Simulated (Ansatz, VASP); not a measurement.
## Two plane-wave programs on KLaGa3

File POSCAR:

```
KLaGa3
1.0
    0.0000000000      4.6272680000      0.0000000000
    4.6272680000      0.0000000000      0.0000000000
    2.3136340000      2.3136340000     -5.6430920000
La K Ga
1 1 3
Direct
    0.1336000000      0.1336000000      0.7328000000
    0.5204000000      0.5204000000      0.9592000000
    0.8827000000      0.3827000000      0.2346000000
    0.3827000000      0.8827000000      0.2346000000
    0.7515000000      0.7515000000      0.4970000000
```

INCAR.step1

```
PREC = Accurate
ENCUT = 520
ISMEAR = -1
SIGMA = 0.1
LREAL = False
LASPH = True
NELM = 60
NBANDS = 38
GGA = PE
ALGO = Normal
EDIFF = 1E-4
LWAVE = True
LCHARG = False
```

The input INCAR.step2:

```
PREC = Accurate
ENCUT = 520
EDIFF = 1E-6
ISMEAR = -1
SIGMA = 0.1
LREAL = False
LASPH = True
NELM = 60
ALGO = Normal
ISIF = 2
LWAVE = False
LCHARG = False
METAGGA = R2SCAN
LMIXTAU = True
NBANDS = 38
ISTART = 1
```

File KPOINTS:

```
regular mesh
0
Gamma
  4 4 4
```

Input for Ansatz:

```yaml
crystal:
  lattice:
    - [0.0, 4.627268, 0.0]
    - [4.627268, 0.0, 0.0]
    - [2.313634, 2.313634, -5.643092]
  atoms:
    - { symbol: La, position: [0.1336, 0.1336, 0.7328] }
    - { symbol: K, position: [0.5204, 0.5204, 0.9592] }
    - { symbol: Ga, position: [0.8827, 0.3827, 0.2346] }
    - { symbol: Ga, position: [0.3827, 0.8827, 0.2346] }
    - { symbol: Ga, position: [0.7515, 0.7515, 0.497] }
  symmetry: { tolerance: 0.0003 }
kpoints:
  mp_grid: { grid: [4, 4, 4], shift: [0, 0, 0] }
magnetization:
  spin_polarized: false
scf:
  occupations: { method: fermi_dirac }
hamiltonian:
  pseudopotentials: { kind: paw }
  xc: r2scan
basis:
  ecutwfc: 500
output:
  forces: true
  stress: true
  eigenvalues: true
```

Alike in both runs: task single point; functional r2SCAN; k mesh 4 × 4 × 4; no spin polarisation.

```csv
,VASP,Ansatz
version,VASP 6.6.1,Ansatz 0.2.0
potentials or method,"VASP PAW PBE potentials, release 64 (La, K_sv, Ga_d), cutoff 520 eV",PAW plane waves
occupations,"fermi-dirac, width 0.1 eV",fermi-dirac
valence electrons in the cell,59,59
```

|  | VASP | Ansatz | Ansatz less VASP |
| --- | --- | --- | --- |
| gap on the k mesh at the Fermi level (eV) | none | none | - |
| pressure (GPa) | 3.9 | 3.8 | -0.10 |
| traceless stress, the component that is largest in VASP (GPa) | 2.96 | 2.97 | +0.011 |
| rms of the force components (eV/Å) | 0.665 | 0.656 | -0.0089 |

VASP's potentials were made for PBE, not for r2SCAN. Atom by atom the forces differ by 0.009 eV/Å (rms over components). A gap of «none» marks a metal or a gap that the smearing closes.

The k mesh is coarse, so the values compare programs but aren't converged. Spin-orbit coupling is off throughout.
